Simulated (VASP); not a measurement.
# NiBF6 (P1) in VASP: single point with r2SCAN

Aim: the single point of NiBF6 with r2SCAN.

Program: VASP 6.6.1. These are calculated values, not measurements. Logs are shortened: lines on timing, memory, paths and dates and some standing lists are left out, and cuts for length are marked.

## Step 1: The cell of the first run

The typed cell holds 8 atoms: a = 4.813 Å, b = 4.813 Å, c = 5.173 Å, α = 61.77°, β = 90.51°, γ = 60.10°.

## Step 2: Single point, r2SCAN

POSCAR reads:

```
NiBF6
1.0
    2.4101430000      4.1658580000     -0.0227880000
   -2.4101020000      4.1658340000      0.0211130000
   -2.4495110000      1.3877330000      4.3396890000
B Ni F
1 1 6
Direct
    0.4937880000      0.0099310000      0.4835720000
    0.0137170000      0.9902370000      0.9849510000
    0.2407310000      0.0990770000      0.7846520000
    0.6430220000      0.4704270000      0.7771010000
    0.8886430000      0.8640000000      0.7585290000
    0.7622980000      0.8760990000      0.2396890000
    0.3662170000      0.5203480000      0.2475970000
    0.1433580000      0.1035380000      0.2491390000
```

INCAR.step1 reads:

```
ALGO = Normal
EDIFF = 1E-4
ENCUT = 520
GGA = PE
ISMEAR = -5
LASPH = True
LCHARG = False
LMAXMIX = 4
LREAL = False
LWAVE = True
NBANDS = 38
NELM = 100
PREC = Accurate
SIGMA = 0.1
```

INCAR.step2 reads:

```
ALGO = Normal
EDIFF = 1E-6
ENCUT = 520
ISIF = 2
ISMEAR = -1
ISTART = 1
LASPH = True
LCHARG = False
LMAXMIX = 4
LMIXTAU = True
LORBIT = 10
LREAL = False
LWAVE = False
METAGGA = R2SCAN
NBANDS = 38
NELM = 100
PREC = Accurate
SIGMA = 0.1
```

KPOINTS reads:

```
Automatic mesh
0
Gamma
  5 5 4
  0 0.5 0
```

Potentials or basis: VASP PAW PBE potentials, release 64 (B, Ni, F).

Launch:

```bash
cat potpaw_PBE.64/B/POTCAR potpaw_PBE.64/Ni/POTCAR potpaw_PBE.64/F/POTCAR > POTCAR
cp INCAR.step1 INCAR
mpirun -np 1 vasp_std > vasp.out
cp INCAR.step2 INCAR
mpirun -np 1 vasp_std > vasp.out
```

OUTCAR:

```text
EDIFF = 1E-6
   ENCUT = 520
   ISIF = 2
   ISMEAR = -1
   ISTART = 1
   LASPH = True
   LORBIT = 10
   LREAL = False
   METAGGA = R2SCAN
   NELM = 100
   PREC = Accurate

 ion  position               nearest neighbor table
   1  0.494  0.010  0.484-   8 1.79   7 1.88   6 1.91   5 1.95   4 1.99
   2  0.014  0.990  0.985-   3 1.62   7 1.75   5 1.77   4 1.78   6 1.87   8 1.89
   3  0.241  0.099  0.785-   2 1.62
   4  0.643  0.470  0.777-   2 1.78   1 1.99
   5  0.889  0.864  0.759-   2 1.77   1 1.95
   6  0.762  0.876  0.240-   2 1.87   1 1.91
   7  0.366  0.520  0.248-   2 1.75   1 1.88
   8  0.143  0.104  0.249-   1 1.79   2 1.89

  LATTYP: Found a triclinic cell.
 ALAT       =     8.5717290564
 B/A-ratio  =     0.5614756678
 C/A-ratio  =     0.5948652563
 COS(alpha) =     0.0064444659
 COS(beta)  =     0.3413430079
 COS(gamma) =     0.8469319431

  Lattice vectors:

 A1 = (   4.8596130000,  -5.5535670000,  -4.3608020000)
 A2 = (   2.4101020000,  -4.1658340000,  -0.0211130000)
 A3 = (  -2.3707340000,  -1.3877570000,  -4.2957880000)

Analysis of symmetry for initial positions (statically):
=====================================================================
 Subroutine PRICEL returns:
 Original cell was already a primitive cell.

 Routine SETGRP: Setting up the symmetry group for a
 triclinic supercell.

 Subroutine GETGRP returns: Found  1 space group operations
 (whereof  1 operations were pure point group operations)
 out of a pool of  2 trial point group operations.

The static configuration has the point symmetry C_1 .

Analysis of symmetry for dynamics (positions and initial velocities):
=====================================================================
 Subroutine PRICEL returns:
 Original cell was already a primitive cell.

 Routine SETGRP: Setting up the symmetry group for a
 triclinic supercell.

 Subroutine GETGRP returns: Found  1 space group operations
 (whereof  1 operations were pure point group operations)
 out of a pool of  2 trial point group operations.

The dynamic configuration has the point symmetry C_1 .

 Subroutine INISYM returns: Found  1 space group operations
 (whereof  1 operations are pure point group operations),
 and found     1 'primitive' translations

----------------------------------------------------------------------------------------

                                     Primitive cell

  volume of cell :      86.7003

  direct lattice vectors                    reciprocal lattice vectors
     2.410143000  4.165858000 -0.022788000     0.208178327  0.120038522  0.079119422
    -2.410102000  4.165834000  0.021113000    -0.208882212  0.119993251 -0.156273380
    -2.449511000  1.387733000  4.339689000     0.002109390  0.000046552  0.231607005

  length of vectors
     4.812866241  4.812817296  5.172891613     0.252996730  0.287143741  0.231616616

  position of ions in fractional coordinates (direct lattice)
     0.493788000  0.009931000  0.483572000
     0.013717000  0.990237000  0.984951000
     0.240731000  0.099077000  0.784652000
     0.643022000  0.470427000  0.777101000
     0.888643000  0.864000000  0.758529000
     0.762298000  0.876099000  0.239689000
     0.366217000  0.520348000  0.247597000
     0.143358000  0.103538000  0.249139000

  ion indices of the primitive-cell ions
   primitive index   ion index
                 1           1
                 2           2
                 3           3
                 4           4
                 5           5
                 6           6
                 7           7
                 8           8

----------------------------------------------------------------------------------------

 KPOINTS: Automatic mesh

Automatic generation of k-mesh.
 Grid dimensions read from file:
 generate k-points for:    5    5    4

 Generating k-lattice:

  Cartesian coordinates                     Fractional coordinates (reciprocal lattice)
     0.041635665  0.024007704  0.015823884     0.200000000 -0.000000000  0.000000000
    -0.041776442  0.023998650 -0.031254676    -0.000000000  0.200000000 -0.000000000
     0.000527348  0.000011638  0.057901751     0.000000000 -0.000000000  0.250000000

  Length of vectors
     0.050599346  0.057428748  0.057904154

  Shift w.r.t. Gamma in fractional coordinates (k-lattice)
     0.000000000  0.500000000  0.000000000

 Subroutine IBZKPT returns following result:
 ===========================================

 Found     51 irreducible k-points:

 Following reciprocal coordinates:
            Coordinates               Weight
  0.000000  0.100000  0.000000      2.000000
  0.200000  0.100000  0.000000      2.000000
  0.400000  0.100000  0.000000      2.000000
 -0.400000  0.100000  0.000000      2.000000
 -0.200000  0.100000  0.000000      2.000000
  0.000000  0.300000  0.000000      2.000000
[... 16 lines left out ...]
 -0.200000  0.300000  0.250000      2.000000
 -0.000000  0.500000  0.250000      2.000000
 [... further k-points ...]
   k-points           NKPTS =     51   k-points in BZ     NKDIM =     51   number of bands    NBANDS=     38
   number of dos      NEDOS =    301   number of ions     NIONS =      8
   total plane-waves  NPLWV =  51840
   dimension x,y,z NGX =    36 NGY =   36 NGZ =   40
   dimension x,y,z NGXF=    72 NGYF=   72 NGZF=   80
   ions per type =               1   1   6
   NGX,Y,Z   is equivalent  to a cutoff of  12.44, 12.44, 12.86 a.u.
   NGXF,Y,Z  is equivalent  to a cutoff of  24.87, 24.87, 25.71 a.u.
 SYSTEM =  unknown system
   PREC   = accura    normal or accurate (medium, high low for compatibility)
   ISTART =      1    job   : 0-new  1-cont  2-samecut
   ICHARG =      0    charge: 1-file 2-atom 10-const
   ISPIN  =      1    spin polarized calculation?
   LNONCOLLINEAR =      F non collinear calculations
   LSORBIT =      F    spin-orbit coupling
   LASPH  =      T    aspherical Exc in radial PAW
   ENCUT  =  520.0 eV  38.22 Ry    6.18 a.u.   8.95  8.95  9.62*2*pi/ulx,y,z
   NELM   =    100;   NELMIN=  2; NELMDL=  0     # of ELM steps
   EDIFF  = 0.1E-05   stopping-criterion for ELM
   LREAL  =      F    real-space projection
   EDIFFG = 0.1E-04   stopping-criterion for IOM
   NSW    =      0    number of steps for IOM
   IBRION =     -1    ionic relax: 0-MD 1-quasi-New 2-CG
   NFREE  =      0    steps in history (QN), initial steepest desc. (CG)
   ISIF   =      2    stress and relaxation
   ISYM   =      2    0-nonsym 1-usesym 2-fastsym
   POTIM  = 0.5000    time-step for ionic-motion
   TEBEG  =    0.0;   TEEND  =   0.0 temperature during run
   PSTRESS=    0.0 pullay stress
   NELECT =      55.0000    total number of electrons
   NUPDOWN=      -1.0000    fix difference up-down
   EMIN   =  10.00;   EMAX   =-10.00  energy-range for DOS
   EFERMI =   0.00;   METHOD = LEGACY
   ISMEAR =    -1;   SIGMA  =   0.10  broadening in eV -4-tet -1-fermi 0-gaus
   EFERMI_NEDOS =   21; number of points for ismear=-14 and -15
   IALGO  =     38    algorithm
   IMIX   =      4    mixing-type and parameters
     AMIX     =   0.40;   BMIX     =  1.00
     AMIX_MAG =   1.60;   BMIX_MAG =  1.00
  volume/ion in A,a.u.               =      10.84        73.14
  Fermi-wavevector in a.u.,A,eV,Ry     =   1.406659  2.658200 26.921708  1.978690
  Thomas-Fermi vector in A             =   2.528997
   LORBIT       =     10    0 simple, 1 ext, 2 COOP (PROOUT), +10 PAW based schemes
   METAGGA = R2SCAN    functional components
   LHFCALC =     F    Hartree Fock is set to
   AEXX    =    0.0000 exact exchange contribution
   IVDW    =     0    specifies the selected vdW correction
   LEPSILON=     F    determine dielectric tensor
   LRPA    =     F    only Hartree local field effects (RPA)
 non-spin polarized calculation
  energy-cutoff  :      520.00
  volume of cell :       86.70
 maximum number of plane-waves:      2351
   NGX = 17   NGY = 17   NGZ = 19

 number of electron      55.0000007 magnetization

 Free energy of the ion-electron system (eV)
  ---------------------------------------------------
  ext. energy  EPLUGINS =         0.00000000
  ---------------------------------------------------
  free energy    TOTEN  =       -49.13652129 eV

  energy without entropy =      -49.03586600  energy(sigma->0) =      -49.08619365

 E-fermi :   0.2655     XC(G=0): -10.4710

 val. band max:        0.2417393649   @ k =   0.4000   0.1000   0.2500
 cond. band min:       0.2726328374   @ k =   0.2000   0.1000   0.5000
 fundamental gap:      0.0308934725
 Fermi energy:         0.2655089832

 k-point     1 :       0.0000    0.1000    0.0000
  band No.  band energies     occupation
      1     -25.1398      2.00000
      2     -24.3408      2.00000
      3     -24.0481      2.00000
      4     -23.9660      2.00000
      5     -23.6794      2.00000
      6     -23.4432      2.00000
[... 30 lines left out ...]
     37      15.9786      0.00000
     38      16.3607      0.00000

 k-point     2 :       0.2000    0.1000    0.0000
  band No.  band energies     occupation
      1     -25.1123      2.00000
      2     -24.3445      2.00000
      3     -24.0553      2.00000
      4     -23.9719      2.00000
      5     -23.6854      2.00000
      6     -23.4555      2.00000
[... 30 lines left out ...]
     37      15.8451      0.00000
     38      16.0418      0.00000

 k-point     3 :       0.4000    0.1000    0.0000
  band No.  band energies     occupation
      1     -24.9614      2.00000
      2     -24.3501      2.00000
      3     -24.1656      2.00000
      4     -23.9802      2.00000
      5     -23.7364      2.00000
      6     -23.4683      2.00000
[... 30 lines left out ...]
     37      15.4498      0.00000
     38      15.8753      0.00000

 k-point     4 :      -0.4000    0.1000    0.0000
  band No.  band energies     occupation
      1     -24.8824      2.00000
      2     -24.3407      2.00000
      3     -24.2452      2.00000
      4     -23.9872      2.00000
      5     -23.7559      2.00000
      6     -23.4654      2.00000
[... 30 lines left out ...]
     37      15.3177      0.00000
     38      15.9195      0.00000
[... 703 lines left out ...]
      4     -24.0680      2.00000
      5     -23.8025      2.00000
      6     -23.4604      2.00000
[... 30 lines left out ...]
     37      14.8152      0.00000
     38      15.3186      0.00000

 k-point    23 :      -0.2000    0.3000    0.2500
  band No.  band energies     occupation
      1     -24.8982      2.00000
      2     -24.3298      2.00000
      3     -24.2113      2.00000
      4     -24.0244      2.00000
      5     -23.7572      2.00000
      6     -23.4551      2.00000
[... 30 lines left out ...]
     37      15.2427      0.00000
     38      15.8031      0.00000

 k-point    24 :      -0.0000    0.5000    0.2500
  band No.  band energies     occupation
      1     -24.8430      2.00000
      2     -24.3803      2.00000
      3     -24.2115      2.00000
      4     -24.0143      2.00000
      5     -23.7702      2.00000
      6     -23.4660      2.00000
[... 30 lines left out ...]
     37      15.2592      0.00000
     38      15.6974      0.00000

 [... further k-points ...]

------------------------ aborting loop because EDIFF is reached ----------------------------------------

  FORCE on cell =-STRESS in cart. coord.  units (eV):
  Direction    XX          YY          ZZ          XY          YZ          ZX
  --------------------------------------------------------------------------------------
  -------------------------------------------------------------------------------------
  Total       -3.0342419     -4.0186349     -5.0541902      0.7520201     -2.3664170     -1.1156700
  in kB      -56.0712380    -74.2623186    -93.3988499     13.8969466    -43.7301769    -20.6170102
  external PRESSURE =     -74.5774688 kB  Pullay stress =       0.0000000 kB

 VOLUME and BASIS-vectors are now :
 -----------------------------------------------------------------------------
  energy-cutoff  :      520.00
  volume of cell :       86.70
      direct lattice vectors                 reciprocal lattice vectors
     2.410143000  4.165858000 -0.022788000     0.208178327  0.120038522  0.079119422
    -2.410102000  4.165834000  0.021113000    -0.208882212  0.119993251 -0.156273380
    -2.449511000  1.387733000  4.339689000     0.002109390  0.000046552  0.231607005

 POSITION                                       TOTAL-FORCE (eV/Angst)
 -----------------------------------------------------------------------------------
     -0.01835      2.76949      2.08751         0.946853     -0.599493     -1.713412
     -4.76616      5.54916      4.29498        -4.046234     -2.478419      3.411344
     -1.58060      2.50448      3.40175         3.657684      3.881188     -4.153180
     -1.48752      5.71687      3.36766        -1.755218      1.379580     -2.202335
     -1.79860      8.35388      3.28977        -0.340940     -3.016186     -2.486831
     -0.86136      7.15793      1.04130        -1.976338     -0.597628      1.667840
     -0.97795      4.03689      1.07713         3.167976     -2.018859      2.793485
     -0.51429      1.37427      1.08010         0.346216      3.449816      2.683088
 -----------------------------------------------------------------------------------
    total drift:                               -0.000618      0.001524      0.004061

  FREE ENERGIE OF THE ION-ELECTRON SYSTEM (eV)
  ---------------------------------------------------
  free  energy   TOTEN  =       -49.1365212941 eV

  energy  without entropy=      -49.0358660001  energy(sigma->0) =      -49.08619365

 total charge

# of ion       s       p       d       tot
------------------------------------------
    1        0.527   0.503   0.000   1.030
    2        0.486   0.837   8.251   9.574
    3        1.752   4.364   0.000   6.116
    4        1.748   4.321   0.000   6.069
    5        1.749   4.319   0.000   6.069
    6        1.744   4.322   0.000   6.066
    7        1.748   4.335   0.000   6.083
    8        1.747   4.318   0.000   6.064
--------------------------------------------------
tot         11.501  27.318   8.251  47.070
```

Run time: 8.4 min. Hardware: 1 thread of Intel Xeon Platinum 8259CL at 2.50GHz (Skylake/Cascade Lake), shared host; peak memory 0.32 GiB.

What came out:

```
Free energy                                           : -49.1365 eV
Pressure                                              : -7.5 GPa
Largest force                                         : 6.760 eV/Å
Band gap on the k mesh                                : zero (an odd number of electrons rules out a gap without spin polarisation)
Valence electrons inside the program's atomic spheres : B 1.03; Ni 9.57; F 6.12, 6.07, 6.08, 6.06 (each value once)
```

Forces in eV/Å, atoms in the order of the input:
```
B    0.947 -0.599 -1.713
Ni  -4.046 -2.478  3.411
F    3.658  3.881 -4.153
F   -1.755  1.380 -2.202
F   -0.341 -3.016 -2.487
F   -1.976 -0.598  1.668
F    3.168 -2.019  2.793
F    0.346  3.450  2.683
```

Stress tensor (GPa, compression positive):
```
-5.61  1.39 -2.06
 1.39 -7.43 -4.37
-2.06 -4.37 -9.34
```

Levels at points of the mesh, in eV from the Fermi level:
| k point | band 24 | band 25 | band 26 | band 27 | band 28 | band 29 | band 30 | band 31 |
| --- | --- | --- | --- | --- | --- | --- | --- | --- |
| (0.00, 0.50, 0.00) | -3.05 | -2.08 | -1.98 | -1.61 | -0.36 | 0.73 | 3.31 | 5.80 |
| (0.00, 0.50, 0.50) | -2.87 | -2.16 | -1.90 | -1.75 | 0.12 | 0.53 | 2.30 | 5.81 |

Caveat: the k points lie up to 0.36 Å⁻¹ apart, too coarse for converged energies and pressures of a metal; the PAW data sets were made with another functional, which shifts forces and pressure a little; an odd number of electrons without spin polarisation forces a metal; a magnetic or distorted state may lie lower; the run has no spin polarisation, though such a crystal can be magnetic; semilocal functionals often make such compounds metallic where correlation or magnetic order opens a gap, which also shifts bond lengths.

The gap in the log of VASP goes by the Fermi energy; the results here count the filled bands.